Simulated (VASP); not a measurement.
The system is Hf2H.

```
Hf H
1.0
     0.00000    3.14800    3.14800
     3.14800    0.00000    3.14800
     3.14800    3.14800    0.00000
Hf H
2 1
Direct
  0.25000 0.25000 0.25000
  0.75000 0.75000 0.75000
  0.00000 0.00000 0.00000
```

```yaml
Program: VASP 6.6.1
Task: relaxation of cell and atoms
Functional: PBE
Potentials_or_basis: VASP PAW PBE potentials, release 64 (Hf_pv, H)
Cutoff: 600 eV
k_mesh: 6 × 6 × 6
Occupations: gaussian, width 0.1 eV
Spin: no spin polarisation
```

At the start: pressure -13.9 GPa; volume 20.80 Å³/atom.

Question: Where does the relaxation end?

Answer: Over 3 steps the energy falls by 221.2 meV/atom and the volume is 16.48 Å³/atom (-20.7 %); space group Fm-3m (No. 225, to 0.05 Å).

The path:
```
step  energy change (eV)  largest force (eV/Å)  pressure (GPa)  volume (Å³)
   1              0.0000                0.0000          -13.87        62.39
   2             -0.6395                0.0000            3.97        47.51
   3             -0.6637                0.0000            0.14        49.45
```

Final structure:
```cif
data_structure
_symmetry_space_group_name_H-M 'P 1'
_symmetry_Int_Tables_number 1
_cell_length_a 4.1199
_cell_length_b 4.1199
_cell_length_c 4.1199
_cell_angle_alpha 60.000
_cell_angle_beta 60.000
_cell_angle_gamma 60.000
_cell_volume 49.45
loop_
_atom_site_label
_atom_site_type_symbol
_atom_site_fract_x
_atom_site_fract_y
_atom_site_fract_z
_atom_site_occupancy
Hf1 Hf 0.25000 0.25000 0.25000 1
Hf2 Hf 0.75000 0.75000 0.75000 1
H1 H 0.00000 0.00000 0.00000 1
```

Caveat: the volume moved by over 15 % at a fixed basis, so the end points are rough.
